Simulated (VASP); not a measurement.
# LiBr (Fm-3m) in VASP: settings compared

Aim: see how the results for LiBr move with the level of theory and the settings. Levels: PBE, r2SCAN, HSE06, PBE0. Tasks: single point.

Program: VASP 6.6.1. These are calculated values, not measurements. Logs are shortened: lines on timing, memory, paths and dates and some standing lists are left out, and cuts for length are marked.

## Step 1: The cell of the first run

The structure is cubic, space group Fm-3m (No. 225). The conventional cell has a = 5.479 Å, b = 5.479 Å, c = 5.479 Å, α = 90.00°, β = 90.00°, γ = 90.00°. Within 3.6 Å of Li (site symmetry m-3m) lie 6 Br at 2.74 Å. Br (site symmetry m-3m) has 6 Li at 2.74 Å within 3.6 Å.

## Step 2: Single point, PBE

INCAR

```
PREC = Accurate
ENCUT = 750
EDIFF = 1E-6
ISMEAR = 0
SIGMA = 0.01
LREAL = False
LASPH = True
NELM = 120
ALGO = Normal
ISIF = 2
LWAVE = False
LCHARG = True
GGA = PE
LELF = True
LVHAR = True
NBANDS = 12
GGA_COMPAT = False
```

KPOINTS

```
regular mesh
0
Gamma
  6 6 6
```

POSCAR

```
LiBr
1.0
    0.0000000000      2.7395485849      2.7395485849
    2.7395485849      0.0000000000      2.7395485849
    2.7395485849      2.7395485849      0.0000000000
Li Br
1 1
Direct
    0.0000000000      0.0000000000      0.0000000000
    0.5000000000      0.5000000000      0.5000000000
```

Potentials or basis: VASP PAW PBE potentials, release 64 (Li_sv, Br).

Run with:

```bash
$ cat potpaw_PBE.64/Li_sv/POTCAR potpaw_PBE.64/Br/POTCAR > POTCAR
$ mpirun -np 1 vasp_std > vasp.out
```

OUTCAR:

```text
PREC = Accurate
   ENCUT = 750
   EDIFF = 1E-6
   ISMEAR = 0
   LREAL = False
   LASPH = True
   NELM = 120
   ISIF = 2
   GGA = PE

 ion  position               nearest neighbor table
   1  0.000  0.000  0.000-
   2  0.500  0.500  0.500-

  LATTYP: Found a face centered cubic cell.
 ALAT       =     5.4790971698

  Lattice vectors:

 A1 = (   0.0000000000,   2.7395485849,   2.7395485849)
 A2 = (   2.7395485849,   0.0000000000,   2.7395485849)
 A3 = (   2.7395485849,   2.7395485849,   0.0000000000)

Analysis of symmetry for initial positions (statically):
=====================================================================
 Subroutine PRICEL returns:
 Original cell was already a primitive cell.

 Routine SETGRP: Setting up the symmetry group for a
 face centered cubic supercell.

 Subroutine GETGRP returns: Found 48 space group operations
 (whereof 48 operations were pure point group operations)
 out of a pool of 48 trial point group operations.

The static configuration has the point symmetry O_h .

Analysis of symmetry for dynamics (positions and initial velocities):
=====================================================================
 Subroutine PRICEL returns:
 Original cell was already a primitive cell.

 Routine SETGRP: Setting up the symmetry group for a
 face centered cubic supercell.

 Subroutine GETGRP returns: Found 48 space group operations
 (whereof 48 operations were pure point group operations)
 out of a pool of 48 trial point group operations.

The dynamic configuration has the point symmetry O_h .

 Subroutine INISYM returns: Found 48 space group operations
 (whereof 48 operations are pure point group operations),
 and found     1 'primitive' translations

----------------------------------------------------------------------------------------

                                     Primitive cell

  volume of cell :      41.1213

  direct lattice vectors                    reciprocal lattice vectors
     0.000000000  2.739548585  2.739548585    -0.182511821  0.182511821  0.182511821
     2.739548585  0.000000000  2.739548585     0.182511821 -0.182511821  0.182511821
     2.739548585  2.739548585  0.000000000     0.182511821  0.182511821 -0.182511821

  length of vectors
     3.874306764  3.874306764  3.874306764     0.316119746  0.316119746  0.316119746

  position of ions in fractional coordinates (direct lattice)
     0.000000000  0.000000000  0.000000000
     0.500000000  0.500000000  0.500000000

  ion indices of the primitive-cell ions
   primitive index   ion index
                 1           1
                 2           2

----------------------------------------------------------------------------------------

 KPOINTS: regular mesh

Automatic generation of k-mesh.
 Grid dimensions read from file:
 generate k-points for:    6    6    6

 Generating k-lattice:

  Cartesian coordinates                     Fractional coordinates (reciprocal lattice)
    -0.030418637  0.030418637  0.030418637     0.166666667  0.000000000  0.000000000
     0.030418637 -0.030418637  0.030418637     0.000000000  0.166666667  0.000000000
     0.030418637  0.030418637 -0.030418637     0.000000000  0.000000000  0.166666667

  Length of vectors
     0.052686624  0.052686624  0.052686624

  Shift w.r.t. Gamma in fractional coordinates (k-lattice)
     0.000000000  0.000000000  0.000000000

 Subroutine IBZKPT returns following result:
 ===========================================

 Found     16 irreducible k-points:

 Following reciprocal coordinates:
            Coordinates               Weight
  0.000000  0.000000  0.000000      1.000000
  0.166667  0.000000  0.000000      8.000000
  0.333333  0.000000  0.000000      8.000000
  0.500000  0.000000  0.000000      4.000000
  0.166667  0.166667  0.000000      6.000000
  0.333333  0.166667  0.000000     24.000000
[... 8 lines left out ...]
 -0.333333  0.333333  0.166667     24.000000
 -0.333333  0.500000  0.166667     12.000000
   k-points           NKPTS =     16   k-points in BZ     NKDIM =     16   number of bands    NBANDS=     12
   number of dos      NEDOS =    301   number of ions     NIONS =      2
   total plane-waves  NPLWV =  46656
   dimension x,y,z NGX =    36 NGY =   36 NGZ =   36
   dimension x,y,z NGXF=    72 NGYF=   72 NGZF=   72
   ions per type =               1   1
   NGX,Y,Z   is equivalent  to a cutoff of  15.45, 15.45, 15.45 a.u.
   NGXF,Y,Z  is equivalent  to a cutoff of  30.90, 30.90, 30.90 a.u.
 SYSTEM =  unknown system
   PREC   = accura    normal or accurate (medium, high low for compatibility)
   ISTART =      0    job   : 0-new  1-cont  2-samecut
   ICHARG =      2    charge: 1-file 2-atom 10-const
   ISPIN  =      1    spin polarized calculation?
   LNONCOLLINEAR =      F non collinear calculations
   LSORBIT =      F    spin-orbit coupling
   LASPH  =      T    aspherical Exc in radial PAW
   ENCUT  =  750.0 eV  55.12 Ry    7.42 a.u.   8.65  8.65  8.65*2*pi/ulx,y,z
   NELM   =    120;   NELMIN=  2; NELMDL= -5     # of ELM steps
   EDIFF  = 0.1E-05   stopping-criterion for ELM
   LREAL  =      F    real-space projection
   EDIFFG = 0.1E-04   stopping-criterion for IOM
   NSW    =      0    number of steps for IOM
   IBRION =     -1    ionic relax: 0-MD 1-quasi-New 2-CG
   NFREE  =      0    steps in history (QN), initial steepest desc. (CG)
   ISIF   =      2    stress and relaxation
   ISYM   =      2    0-nonsym 1-usesym 2-fastsym
   POTIM  = 0.5000    time-step for ionic-motion
   TEBEG  =    0.0;   TEEND  =   0.0 temperature during run
   PSTRESS=    0.0 pullay stress
   NELECT =      10.0000    total number of electrons
   NUPDOWN=      -1.0000    fix difference up-down
   EMIN   =  10.00;   EMAX   =-10.00  energy-range for DOS
   EFERMI =   0.00;   METHOD = LEGACY
   ISMEAR =     0;   SIGMA  =   0.01  broadening in eV -4-tet -1-fermi 0-gaus
   EFERMI_NEDOS =   21; number of points for ismear=-14 and -15
   IALGO  =     38    algorithm
   IMIX   =      4    mixing-type and parameters
     AMIX     =   0.40;   BMIX     =  1.00
     AMIX_MAG =   1.60;   BMIX_MAG =  1.00
  volume/ion in A,a.u.               =      20.56       138.75
  Fermi-wavevector in a.u.,A,eV,Ry     =   1.021847  1.931011 14.206810  1.044171
  Thomas-Fermi vector in A             =   2.155494
   LORBIT       =      0    0 simple, 1 ext, 2 COOP (PROOUT), +10 PAW based schemes
   GGA     = PE    functional components
   LHFCALC =     F    Hartree Fock is set to
   AEXX    =    0.0000 exact exchange contribution
   IVDW    =     0    specifies the selected vdW correction
   LEPSILON=     F    determine dielectric tensor
   LRPA    =     F    only Hartree local field effects (RPA)
 non-spin polarized calculation
 Gauss-broadening in eV      SIGMA  =   0.01
  energy-cutoff  :      750.00
  volume of cell :       41.12
 maximum number of plane-waves:      1936
 NGX is ok and might be reduce to    36
   NGX = 17   NGY = 17   NGZ = 17

 number of electron      10.0000001 magnetization

 Free energy of the ion-electron system (eV)
  ---------------------------------------------------
  ext. energy  EPLUGINS =         0.00000000
  ---------------------------------------------------
  free energy    TOTEN  =        -6.64022370 eV

  energy without entropy =       -6.64022370  energy(sigma->0) =       -6.64022370

 E-fermi :   0.4880     XC(G=0):  -8.4758

 val. band max:        0.3963663640   @ k =   0.0000   0.0000   0.0000
 cond. band min:       5.3909439393   @ k =   0.0000   0.0000   0.0000
 fundamental gap:      4.9945775753
 Fermi energy:         0.4879958802

 k-point     1 :       0.0000    0.0000    0.0000
  band No.  band energies     occupation
      1     -43.9833      2.00000
      2     -13.0769      2.00000
      3       0.3964      2.00000
      4       0.3964      2.00000
      5       0.3964      2.00000
      6       5.3909      0.00000
      7      10.9063      0.00000
      8      10.9063      0.00000
      9      10.9063      0.00000
     10      12.6908      0.00000
     11      12.6908      0.00000
     12      12.6908      0.00000

 k-point     2 :       0.1667    0.0000    0.0000
  band No.  band energies     occupation
      1     -43.9830      2.00000
      2     -12.9646      2.00000
      3      -0.5571      2.00000
      4       0.3236      2.00000
      5       0.3236      2.00000
      6       6.1683      0.00000
      7       9.9890      0.00000
      8      10.3755      0.00000
      9      10.3755      0.00000
     10      11.9961      0.00000
     11      11.9961      0.00000
     12      13.1825      0.00000

 k-point     3 :       0.3333    0.0000    0.0000
  band No.  band energies     occupation
      1     -43.9825      2.00000
      2     -12.7225      2.00000
      3      -1.9503      2.00000
      4       0.1904      2.00000
      5       0.1904      2.00000
      6       6.2812      0.00000
      7       9.0018      0.00000
      8       9.0018      0.00000
      9      10.9994      0.00000
     10      13.7305      0.00000
     11      13.8894      0.00000
     12      13.8894      0.00000

 k-point     4 :       0.5000    0.0000    0.0000
  band No.  band energies     occupation
      1     -43.9822      2.00000
      2     -12.5910      2.00000
      3      -2.5315      2.00000
      4       0.1294      2.00000
      5       0.1294      2.00000
      6       6.0274      0.00000
      7       8.5047      0.00000
      8       8.5047      0.00000
      9      12.2710      0.00000
     10      14.4856      0.00000
     11      16.1982      0.00000
     12      16.1982      0.00000

 k-point     5 :       0.1667    0.1667    0.0000
  band No.  band energies     occupation
      1     -43.9830      2.00000
      2     -12.9255      2.00000
      3      -0.4850      2.00000
      4       0.0669      2.00000
      5       0.0669      2.00000
      6       6.7245      0.00000
      7       9.4622      0.00000
      8       9.4991      0.00000
      9      11.0891      0.00000
     10      11.0891      0.00000
     11      14.0708      0.00000
     12      14.2467      0.00000
[... 108 lines left out ...]
      1     -43.9819      2.00000
      2     -12.3938      2.00000
      3      -2.5369      2.00000
      4      -0.7633      2.00000
      5      -0.7633      2.00000
      6       6.6606      0.00000
      7       7.4908      0.00000
      8      12.1204      0.00000
      9      12.9126      0.00000
     10      12.9126      0.00000
     11      16.1864      0.00000
     12      17.9401      0.00000

 k-point    14 :       0.5000    0.3333    0.1667
  band No.  band energies     occupation
      1     -43.9821      2.00000
      2     -12.5428      2.00000
      3      -1.9384      2.00000
      4      -1.0274      2.00000
      5      -0.2747      2.00000
      6       7.9834      0.00000
      7       8.4951      0.00000
      8       8.9901      0.00000
      9      10.9464      0.00000
     10      12.8010      0.00000
     11      16.3027      0.00000
     12      16.6187      0.00000

 k-point    15 :      -0.3333    0.3333    0.1667
  band No.  band energies     occupation
      1     -43.9819      2.00000
      2     -12.4486      2.00000
      3      -2.0567      2.00000
      4      -1.4011      2.00000
      5      -0.4520      2.00000
      6       8.0924      0.00000
      7       8.3089      0.00000
      8      10.1279      0.00000
      9      10.5435      0.00000
     10      13.6668      0.00000
     11      14.4479      0.00000
     12      17.4195      0.00000

 k-point    16 :      -0.3333    0.5000    0.1667
  band No.  band energies     occupation
      1     -43.9819      2.00000
      2     -12.3975      2.00000
      3      -2.1839      2.00000
      4      -1.3226      2.00000
      5      -0.7639      2.00000
      6       7.5740      0.00000
      7       8.7177      0.00000
      8      10.2231      0.00000
      9      11.0049      0.00000
     10      13.5764      0.00000
     11      15.7302      0.00000
     12      17.7390      0.00000

------------------------ aborting loop because EDIFF is reached ----------------------------------------

  FORCE on cell =-STRESS in cart. coord.  units (eV):
  Direction    XX          YY          ZZ          XY          YZ          ZX
  --------------------------------------------------------------------------------------
  -------------------------------------------------------------------------------------
  Total        0.1075024      0.1075024      0.1075024      0.0000000      0.0000000      0.0000000
  in kB        4.1885308      4.1885308      4.1885308      0.0000000      0.0000000      0.0000000
  external PRESSURE =       4.1885308 kB  Pullay stress =       0.0000000 kB

 VOLUME and BASIS-vectors are now :
 -----------------------------------------------------------------------------
  energy-cutoff  :      750.00
  volume of cell :       41.12
      direct lattice vectors                 reciprocal lattice vectors
     0.000000000  2.739548585  2.739548585    -0.182511821  0.182511821  0.182511821
     2.739548585  0.000000000  2.739548585     0.182511821 -0.182511821  0.182511821
     2.739548585  2.739548585  0.000000000     0.182511821  0.182511821 -0.182511821

 POSITION                                       TOTAL-FORCE (eV/Angst)
 -----------------------------------------------------------------------------------
      0.00000      0.00000      0.00000         0.000000     -0.000000     -0.000000
      2.73955      2.73955      2.73955        -0.000000      0.000000      0.000000
 -----------------------------------------------------------------------------------
    total drift:                                0.000000      0.000000      0.000000

  FREE ENERGIE OF THE ION-ELECTRON SYSTEM (eV)
  ---------------------------------------------------
  free  energy   TOTEN  =        -6.6402237028 eV

  energy  without entropy=       -6.6402237028  energy(sigma->0) =       -6.64022370
```

Run time: 23 s. Hardware: 1 thread of Oxide Virtual Turin-like, shared host; peak memory 0.17 GiB.

What came out:

```
Free energy            : -6.6402 eV
Pressure               : 0.4 GPa
Band gap on the k mesh : 4.99 eV
```

Levels at points of the mesh, in eV from the valence-band top:
| k point | band 1 | band 2 | band 3 | band 4 | band 5 | band 6 | band 7 | band 8 | band 9 | band 10 |
| --- | --- | --- | --- | --- | --- | --- | --- | --- | --- | --- |
| (0.00, 0.00, 0.00) | -44.38 | -13.47 | 0.00 | 0.00 | 0.00 | 4.99 | 10.51 | 10.51 | 10.51 | 12.29 |
| (0.50, 0.00, 0.00) | -44.38 | -12.99 | -2.93 | -0.27 | -0.27 | 5.63 | 8.11 | 8.11 | 11.87 | 14.09 |
| (0.50, 0.50, 0.00) | -44.38 | -12.79 | -2.93 | -1.16 | -1.16 | 6.26 | 7.09 | 11.72 | 12.52 | 12.52 |

## Step 3: Single point, PBE

INCAR

```
SYSTEM = LiBr
PREC     = Accurate       ! precision mode
ENCUT    = 750            ! plane-wave cutoff, eV
EDIFF    = 1E-6           ! SCF threshold, eV
ISMEAR   = 0              ! smearing method
SIGMA    = 0.01           ! smearing width, eV
LREAL    = .FALSE.        ! projectors in reciprocal space
LASPH    = .TRUE.         ! aspherical terms in the spheres
NELM     = 120            ! most SCF steps
ALGO     = Normal         ! electronic algorithm
ISIF     = 2              ! what is computed and relaxed
LWAVE    = .FALSE.        ! write WAVECAR
LCHARG   = .FALSE.        ! write CHGCAR
GGA      = PE             ! functional
NBANDS   = 12             ! bands
GGA_COMPAT= .FALSE.
```

KPOINTS

```
Automatic mesh
0
G
  6 6 6
  0 0 0
```

POSCAR is that of step 2.

Potentials or basis: VASP PAW PBE potentials, release 64 (Li_sv, Br).

Run with:

```bash
$ cat potpaw_PBE.64/Li_sv/POTCAR potpaw_PBE.64/Br/POTCAR > POTCAR
$ mpirun -np 1 vasp_std > vasp.out
```

Wall time 16 s (1 thread of Oxide Virtual Turin-like, shared host); peak memory 0.17 GiB.

It converged, with:

```
Free energy            : -6.6402 eV
Pressure               : 0.4 GPa
Band gap on the k mesh : 4.99 eV
```

Levels at points of the mesh, in eV from the valence-band top:
```csv
k point,band 2,band 3,band 4,band 5,band 6,band 7,band 8,band 9
"(0.00, 0.00, 0.00)",-13.47,0.00,0.00,0.00,4.99,10.51,10.51,10.51
"(0.50, 0.00, 0.00)",-12.99,-2.93,-0.27,-0.27,5.63,8.11,8.11,11.87
"(0.50, 0.50, 0.00)",-12.79,-2.93,-1.16,-1.16,6.26,7.09,11.72,12.52
```

(Part 1 of 2 ends here.)
